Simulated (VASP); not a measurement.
## Cl2CH2: single point with PBE+D3(BJ)

The system is Cl2CH2, in a box.

```xyz
5
Lattice="14.0000 0.0000 0.0000 0.0000 14.5000 0.0000 0.0000 0.0000 15.0000" Properties=species:S:1:pos:R:3 pbc="T T T"
Cl    5.5069    8.0924    7.4118
Cl    8.4740    8.0347    7.4053
C     6.9715    7.0836    7.4635
H     6.9627    6.5238    8.4009
H     6.9569    6.4227    6.5945
```

| Quantity | Value |
| --- | --- |
| Program | VASP 6.6.1 |
| Task | single point |
| Functional | PBE |
| Dispersion | D3(BJ) |
| Potentials or basis | VASP PAW PBE potentials, release 64 (Cl, C_h, H_h) |
| Cutoff | 1000 eV |
| k mesh | 1 × 1 × 1 |
| Occupations | gaussian, width 0.005 eV |
| Spin | no spin polarisation |

```yaml
Largest_force: 0.114 eV/Å
Gap_between_the_frontier_levels: 5.81 eV
Dispersion_energy_per_atom: -0.020 eV
```

Forces in eV/Å, atoms in the order of the input:
```
Cl   0.089 -0.059  0.003
Cl  -0.091 -0.055  0.004
C    0.003  0.114 -0.007
H    0.000  0.001  0.000
H   -0.001  0.000  0.000
```

Levels at points of the mesh, in eV from the valence-band top:
```
           k point  band 6  band 7  band 8  band 9  band 10  band 11  band 12  band 13  band 14  band 15
(0.00, 0.00, 0.00)   -3.86   -0.70   -0.59   -0.20     0.00     5.81     6.73     6.77     7.47     7.53
```

It took 6.2 min on 1 thread of Intel(R) Xeon(R) 6975P-C (Granite Rapids), with other jobs on the host, peak memory 5 GiB.
